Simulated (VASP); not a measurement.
# WC (Cmmm) in VASP: settings compared

The runs below take WC through single point, relaxation of cell and atoms, with PBEsol+D3(BJ), PBEsol+D4, RPBE+D3(BJ).

Program: VASP 6.6.1. These are calculated values, not measurements. Logs are shortened: lines on timing, memory, paths and dates and some standing lists are left out, and cuts for length are marked.

## (1) The cell of the first run

Symmetry: Cmmm, No. 65, orthorhombic system. Conventional cell: a = 2.933 Å, b = 5.041 Å, c = 2.986 Å, α = 90.00°, β = 90.00°, γ = 90.00°. Within 2.8 Å of W (site symmetry mmm) lie 4 C at 2.09 Å. Within 2.8 Å of C (site symmetry mmm) lie 4 W at 2.09 Å.

## (2) Single point, PBEsol+D3(BJ)

INCAR

```
  ALGO = Normal
  EDIFF = 1E-6
  ENCUT = 520
  GGA = PS
  ISIF = 2
  ISMEAR = -1
  IVDW = 12
  LASPH = T
  LCHARG = F
  LREAL = F
  LWAVE = F
  NBANDS = 16
  NELM = 100
  PREC = Accurate
  SIGMA = 0.05
```

KPOINTS

```
k-points
0
Gamma
  10 10 6
```

POSCAR

```
WC
1.0
    1.4665946028     -2.5204030200      0.0000000000
    1.4665946028      2.5204030200      0.0000000000
    0.0000000000      0.0000000000      2.9857406527
W C
1 1
Direct
    0.5000000000      0.5000000000      0.5000000000
    0.0000000000      0.0000000000      0.0000000000
```

Potentials or basis: VASP PAW PBE potentials, release 64 (W_sv, C).

The run is started by

```
> cat potpaw_PBE.64/W_sv/POTCAR potpaw_PBE.64/C/POTCAR > POTCAR
> mpirun -np 1 vasp_std > vasp.out
```

OUTCAR:

```text
EDIFF = 1E-6
   ENCUT = 520
   GGA = PS
   ISIF = 2
   ISMEAR = -1
   IVDW = 12
   LASPH = T
   LREAL = F
   NELM = 100
   PREC = Accurate
 IVDW          = 12

 ion  position               nearest neighbor table
   1  0.500  0.500  0.500-   2 2.09   2 2.09   2 2.09   2 2.09
   2  0.000  0.000  0.000-   1 2.09   1 2.09   1 2.09   1 2.09

  LATTYP: Found a base centered orthorhombic cell.
 ALAT       =     2.9331892056
 B/A-ratio  =     1.7185410441
 C/A-ratio  =     1.0179161464

  Lattice vectors:

 A1 = (   1.4665946028,  -2.5204030200,   0.0000000000)
 A2 = (   1.4665946028,   2.5204030200,   0.0000000000)
 A3 = (   0.0000000000,   0.0000000000,   2.9857406527)

Analysis of symmetry for initial positions (statically):
=====================================================================
 Subroutine PRICEL returns:
 Original cell was already a primitive cell.

 Routine SETGRP: Setting up the symmetry group for a
 base centered orthorhombic supercell.

 Subroutine GETGRP returns: Found  8 space group operations
 (whereof  8 operations were pure point group operations)
 out of a pool of  8 trial point group operations.

The static configuration has the point symmetry D_2h.

Analysis of symmetry for dynamics (positions and initial velocities):
=====================================================================
 Subroutine PRICEL returns:
 Original cell was already a primitive cell.

 Routine SETGRP: Setting up the symmetry group for a
 base centered orthorhombic supercell.

 Subroutine GETGRP returns: Found  8 space group operations
 (whereof  8 operations were pure point group operations)
 out of a pool of  8 trial point group operations.

The dynamic configuration has the point symmetry D_2h.

 Subroutine INISYM returns: Found  8 space group operations
 (whereof  8 operations are pure point group operations),
 and found     1 'primitive' translations

----------------------------------------------------------------------------------------

                                     Primitive cell

  volume of cell :      22.0730

  direct lattice vectors                    reciprocal lattice vectors
     1.466594603 -2.520403020  0.000000000     0.340925842 -0.198380972  0.000000000
     1.466594603  2.520403020  0.000000000     0.340925842  0.198380972  0.000000000
     0.000000000  0.000000000  2.985740653     0.000000000  0.000000000  0.334925272

  length of vectors
     2.916047172  2.916047172  2.985740653     0.394443202  0.394443202  0.334925272

  position of ions in fractional coordinates (direct lattice)
     0.500000000  0.500000000  0.500000000
     0.000000000  0.000000000  0.000000000

  ion indices of the primitive-cell ions
   primitive index   ion index
                 1           1
                 2           2

----------------------------------------------------------------------------------------

 KPOINTS: k-points

Automatic generation of k-mesh.
 Grid dimensions read from file:
 generate k-points for:   10   10    6

 Generating k-lattice:

  Cartesian coordinates                     Fractional coordinates (reciprocal lattice)
     0.034092584 -0.019838097  0.000000000     0.100000000  0.000000000  0.000000000
     0.034092584  0.019838097  0.000000000     0.000000000  0.100000000  0.000000000
     0.000000000  0.000000000  0.055820879     0.000000000  0.000000000  0.166666667

  Length of vectors
     0.039444320  0.039444320  0.055820879

  Shift w.r.t. Gamma in fractional coordinates (k-lattice)
     0.000000000  0.000000000  0.000000000

 Subroutine IBZKPT returns following result:
 ===========================================

 Found    124 irreducible k-points:

 Following reciprocal coordinates:
            Coordinates               Weight
  0.000000  0.000000  0.000000      1.000000
  0.100000  0.000000  0.000000      4.000000
  0.200000  0.000000  0.000000      4.000000
  0.300000  0.000000  0.000000      4.000000
  0.400000  0.000000  0.000000      4.000000
  0.500000  0.000000  0.000000      2.000000
[... 16 lines left out ...]
  0.300000  0.300000  0.000000      2.000000
  0.400000  0.300000  0.000000      4.000000
 [... further k-points ...]
   k-points           NKPTS =    124   k-points in BZ     NKDIM =    124   number of bands    NBANDS=     16
   number of dos      NEDOS =    301   number of ions     NIONS =      2
   total plane-waves  NPLWV =  13824
   dimension x,y,z NGX =    24 NGY =   24 NGZ =   24
   dimension x,y,z NGXF=    48 NGYF=   48 NGZF=   48
   ions per type =               1   1
   NGX,Y,Z   is equivalent  to a cutoff of  13.68, 13.68, 13.36 a.u.
   NGXF,Y,Z  is equivalent  to a cutoff of  27.37, 27.37, 26.73 a.u.
 SYSTEM =  unknown system
   PREC   = accura    normal or accurate (medium, high low for compatibility)
   ISTART =      0    job   : 0-new  1-cont  2-samecut
   ICHARG =      2    charge: 1-file 2-atom 10-const
   ISPIN  =      1    spin polarized calculation?
   LNONCOLLINEAR =      F non collinear calculations
   LSORBIT =      F    spin-orbit coupling
   LASPH  =      T    aspherical Exc in radial PAW
   ENCUT  =  520.0 eV  38.22 Ry    6.18 a.u.   5.42  5.42  5.55*2*pi/ulx,y,z
   NELM   =    100;   NELMIN=  2; NELMDL= -5     # of ELM steps
   EDIFF  = 0.1E-05   stopping-criterion for ELM
   LREAL  =      F    real-space projection
   EDIFFG = 0.1E-04   stopping-criterion for IOM
   NSW    =      0    number of steps for IOM
   IBRION =     -1    ionic relax: 0-MD 1-quasi-New 2-CG
   NFREE  =      0    steps in history (QN), initial steepest desc. (CG)
   ISIF   =      2    stress and relaxation
   ISYM   =      2    0-nonsym 1-usesym 2-fastsym
   POTIM  = 0.5000    time-step for ionic-motion
   TEBEG  =    0.0;   TEEND  =   0.0 temperature during run
   PSTRESS=    0.0 pullay stress
   NELECT =      18.0000    total number of electrons
   NUPDOWN=      -1.0000    fix difference up-down
   EMIN   =  10.00;   EMAX   =-10.00  energy-range for DOS
   EFERMI =   0.00;   METHOD = LEGACY
   ISMEAR =    -1;   SIGMA  =   0.05  broadening in eV -4-tet -1-fermi 0-gaus
   EFERMI_NEDOS =   21; number of points for ismear=-14 and -15
   IALGO  =     38    algorithm
   IMIX   =      4    mixing-type and parameters
     AMIX     =   0.40;   BMIX     =  1.00
     AMIX_MAG =   1.60;   BMIX_MAG =  1.00
  volume/ion in A,a.u.               =      11.04        74.48
  Fermi-wavevector in a.u.,A,eV,Ry     =   1.529484  2.890306 31.828400  2.339321
  Thomas-Fermi vector in A             =   2.637099
   LORBIT       =      0    0 simple, 1 ext, 2 COOP (PROOUT), +10 PAW based schemes
   GGA     = PS    functional components
   LHFCALC =     F    Hartree Fock is set to
   AEXX    =    0.0000 exact exchange contribution
   IVDW    =    12    specifies the selected vdW correction
   LEPSILON=     F    determine dielectric tensor
   LRPA    =     F    only Hartree local field effects (RPA)
 non-spin polarized calculation
  energy-cutoff  :      520.00
  volume of cell :       22.07
 maximum number of plane-waves:       623
 NGX is ok and might be reduce to    24
   NGX = 11   NGY = 11   NGZ = 11

 number of electron      18.0000002 magnetization

 Free energy of the ion-electron system (eV)
  ---------------------------------------------------
  ext. energy  EPLUGINS =         0.00000000
  ---------------------------------------------------
  free energy    TOTEN  =       -21.99905647 eV

  energy without entropy =      -21.99058055  energy(sigma->0) =      -21.99481851

 E-fermi :  10.8438     XC(G=0): -13.5462

 val. band max:       10.8326398566   @ k =   0.4000   0.1000   0.1667
 cond. band min:      10.8490650905   @ k =  -0.2000   0.1000   0.5000
 fundamental gap:      0.0164252339
 Fermi energy:        10.8438388984

 k-point     1 :       0.0000    0.0000    0.0000
  band No.  band energies     occupation
      1     -63.6141      2.00000
      2     -27.8229      2.00000
      3     -27.6494      2.00000
      4     -27.3806      2.00000
      5      -4.0749      2.00000
      6       5.8183      2.00000
[... 8 lines left out ...]
     15      25.5496      0.00000
     16      27.3629      0.00000

 k-point     2 :       0.1000    0.0000    0.0000
  band No.  band energies     occupation
      1     -63.6089      2.00000
      2     -27.8114      2.00000
      3     -27.7161      2.00000
      4     -27.4092      2.00000
      5      -3.8004      2.00000
      6       5.9251      2.00000
[... 8 lines left out ...]
     15      24.8802      0.00000
     16      27.4284      0.00000

 k-point     3 :       0.2000    0.0000    0.0000
  band No.  band energies     occupation
      1     -63.5953      2.00000
      2     -27.8991      2.00000
      3     -27.7812      2.00000
      4     -27.4711      2.00000
      5      -3.0220      2.00000
      6       5.9512      2.00000
[... 8 lines left out ...]
     15      23.1694      0.00000
     16      27.1180      0.00000

 k-point     4 :       0.3000    0.0000    0.0000
  band No.  band energies     occupation
      1     -63.5786      2.00000
      2     -28.1285      2.00000
      3     -27.7437      2.00000
      4     -27.5361      2.00000
      5      -1.8517      2.00000
      6       4.8503      2.00000
[... 8 lines left out ...]
     15      22.5617      0.00000
     16      26.1823      0.00000
[... 324 lines left out ...]
 k-point    22 :      -0.2000    0.2000    0.0000
  band No.  band energies     occupation
      1     -63.5955      2.00000
      2     -27.7905      2.00000
      3     -27.7110      2.00000
      4     -27.6407      2.00000
      5      -3.3685      2.00000
      6       6.3945      2.00000
[... 8 lines left out ...]
     15      23.5154      0.00000
     16      28.1321      0.00000

 k-point    23 :       0.3000    0.3000    0.0000
  band No.  band energies     occupation
      1     -63.5541      2.00000
      2     -28.2717      2.00000
      3     -27.8138      2.00000
      4     -27.6939      2.00000
      5       0.5538      2.00000
      6       3.0386      2.00000
[... 8 lines left out ...]
     15      23.2212      0.00000
     16      24.3386      0.00000

 k-point    24 :       0.4000    0.3000    0.0000
  band No.  band energies     occupation
      1     -63.5542      2.00000
      2     -28.1712      2.00000
      3     -27.9026      2.00000
      4     -27.7007      2.00000
      5      -0.2573      2.00000
      6       4.0647      2.00000
[... 8 lines left out ...]
     15      23.2180      0.00000
     16      25.6260      0.00000

 [... further k-points ...]

------------------------ aborting loop because EDIFF is reached ----------------------------------------

 Edisp (eV)   -0.84287

 E8    (eV) :    -0.5802

  FORCE on cell =-STRESS in cart. coord.  units (eV):
  Direction    XX          YY          ZZ          XY          YZ          ZX
  --------------------------------------------------------------------------------------
  -------------------------------------------------------------------------------------
  Total       0.15467     0.07299     0.15035    -0.00000     0.00000     0.00000
  in kB      11.22684     5.29768    10.91297    -0.00000     0.00000     0.00000
  external pressure =        9.15 kB  Pullay stress =        0.00 kB

 VOLUME and BASIS-vectors are now :
 -----------------------------------------------------------------------------
  energy-cutoff  :      520.00
  volume of cell :       22.07
      direct lattice vectors                 reciprocal lattice vectors
     1.466594603 -2.520403020  0.000000000     0.340925842 -0.198380972  0.000000000
     1.466594603  2.520403020  0.000000000     0.340925842  0.198380972  0.000000000
     0.000000000  0.000000000  2.985740653     0.000000000  0.000000000  0.334925272

 POSITION                                       TOTAL-FORCE (eV/Angst)
 -----------------------------------------------------------------------------------
      1.46659      0.00000      1.49287        -0.000000     -0.000000      0.000000
      0.00000      0.00000      0.00000         0.000000      0.000000      0.000000
 -----------------------------------------------------------------------------------
    total drift:                                0.000000     -0.000000     -0.000000

  FREE ENERGIE OF THE ION-ELECTRON SYSTEM (eV)
  ---------------------------------------------------
  free  energy   TOTEN  =       -22.8419303415 eV

  energy  without entropy=      -22.8334544193  energy(sigma->0) =      -22.83769238
```

Run time: 13 s. Hardware: 1 thread of Intel Xeon 6975P-C (Granite Rapids), shared host; peak memory 0.18 GiB.

What came out:

- Free energy: -22.8419 eV
- Pressure: 0.9 GPa
- Band gap on the k mesh: zero (band 9 reaches 13.43 eV, above the bottom of band 10 at 9.96 eV)
- Dispersion energy per atom: -0.421 eV

Stress tensor (GPa, compression positive):
```
1.12 0.00 0.00
0.00 0.53 0.00
0.00 0.00 1.09
```

Levels at points of the mesh, in eV from the Fermi level:
```csv
k point,band 6,band 7,band 8,band 9,band 10,band 11,band 12,band 13
"(0.00, 0.00, 0.00)",-5.03,-2.30,-1.49,-1.28,0.11,0.47,1.43,2.73
"(0.50, 0.00, 0.00)",-8.74,-6.12,-6.08,1.50,2.87,3.39,5.42,5.85
"(0.50, 0.50, 0.00)",-5.90,-4.29,-1.13,-1.03,-0.43,0.68,3.64,4.64
"(0.00, 0.00, 0.50)",-9.22,-5.05,-2.23,-0.89,-0.72,2.61,3.20,9.17
"(0.50, 0.00, 0.50)",-4.53,-4.09,-3.28,-1.42,-0.25,3.59,3.85,7.60
"(0.50, 0.50, 0.50)",-8.29,-8.03,-6.08,2.59,2.97,3.88,5.77,6.24
```

Caveat: the PAW data sets were made with another functional, which shifts forces and pressure a little; spin-orbit coupling is left out, which moves the levels of the heavy elements; pairwise dispersion overbinds metals, which lowers pressure and volume.

## (3) Single point, PBEsol+D4

This run uses another cell than the first one, of 11.15 Å³/atom, 1.011 times its volume.

INCAR

```
PREC = Accurate
ENCUT = 520
EDIFF = 1E-6
ISMEAR = -1
SIGMA = 0.05
LREAL = F
LASPH = T
NELM = 60
ALGO = Normal
ISIF = 2
LWAVE = F
LCHARG = F
GGA = PS
IVDW = 13
NBANDS = 16
```

KPOINTS

```
Automatic mesh
0
Gamma
  10 10 6
```

POSCAR

```
WC
1.0
    1.4678774317     -2.5393759934      0.0000000000
    1.4678774317      2.5393759934      0.0000000000
    0.0000000000      0.0000000000      2.9922335441
W C
1 1
Direct
    0.5000000000      0.5000000000      0.5000000000
    0.0000000000      0.0000000000      0.0000000000
```

Potentials or basis: VASP PAW PBE potentials, release 64 (W_sv, C).

The run is started by

```
> cat potpaw_PBE.64/W_sv/POTCAR potpaw_PBE.64/C/POTCAR > POTCAR
> mpirun -np 1 vasp_std > vasp.out
```

OUTCAR:

```text
PREC = Accurate
   ENCUT = 520
   EDIFF = 1E-6
   ISMEAR = -1
   LREAL = F
   LASPH = T
   NELM = 60
   ISIF = 2
   GGA = PS
   IVDW = 13

 ion  position               nearest neighbor table
   1  0.500  0.500  0.500-   2 2.10   2 2.10   2 2.10   2 2.10
   2  0.000  0.000  0.000-   1 2.10   1 2.10   1 2.10   1 2.10

  LATTYP: Found a base centered orthorhombic cell.
 ALAT       =     2.9357548634
 B/A-ratio  =     1.7299645996
 C/A-ratio  =     1.0192382141

  Lattice vectors:

 A1 = (   1.4678774317,  -2.5393759934,   0.0000000000)
 A2 = (   1.4678774317,   2.5393759934,   0.0000000000)
[... 642 lines left out ...]

  DFT-D4 for vdW energy calculation

  Edisp (eV):   -0.52985

  FORCE on cell =-STRESS in cart. coord.  units (eV):
  Direction    XX          YY          ZZ          XY          YZ          ZX
  --------------------------------------------------------------------------------------
  -------------------------------------------------------------------------------------
  Total       0.15008     0.06683     0.14747     0.00000     0.00000     0.00000
  in kB      10.77964     4.79964    10.59212     0.00000     0.00000     0.00000
  external pressure =        8.72 kB  Pullay stress =        0.00 kB

 VOLUME and BASIS-vectors are now :
 -----------------------------------------------------------------------------
  energy-cutoff  :      520.00
  volume of cell :       22.31
      direct lattice vectors                 reciprocal lattice vectors
     1.467877432 -2.539375993  0.000000000     0.340627895 -0.196898766  0.000000000
     1.467877432  2.539375993  0.000000000     0.340627895  0.196898766  0.000000000
     0.000000000  0.000000000  2.992233544     0.000000000  0.000000000  0.334198513

 POSITION                                       TOTAL-FORCE (eV/Angst)
 -----------------------------------------------------------------------------------
      1.46788      0.00000      1.49612         0.000000      0.000000      0.000000
      0.00000      0.00000      0.00000         0.000000     -0.000000      0.000000
 -----------------------------------------------------------------------------------
    total drift:                                0.000000     -0.000000     -0.000000

  FREE ENERGIE OF THE ION-ELECTRON SYSTEM (eV)
  ---------------------------------------------------
  free  energy   TOTEN  =       -22.5370862377 eV

  energy  without entropy=      -22.5279902397  energy(sigma->0) =      -22.53253824
```

Wall time 14 s (1 thread of Intel Xeon 6975P-C (Granite Rapids), shared host); peak memory 0.17 GiB.

What came out:

```yaml
Free_energy: -22.5371 eV
Pressure: 0.9 GPa
Band_gap_on_the_k_mesh: zero (band 9 reaches 13.20 eV, above the bottom of band 10 at 9.80 eV)
Dispersion_energy_per_atom: -0.265 eV
```

Caveat: the PAW data sets were made with another functional, which shifts forces and pressure a little; spin-orbit coupling is left out, which moves the levels of the heavy elements; pairwise dispersion overbinds metals, which lowers pressure and volume.

(Continued in part 2 of 2.)
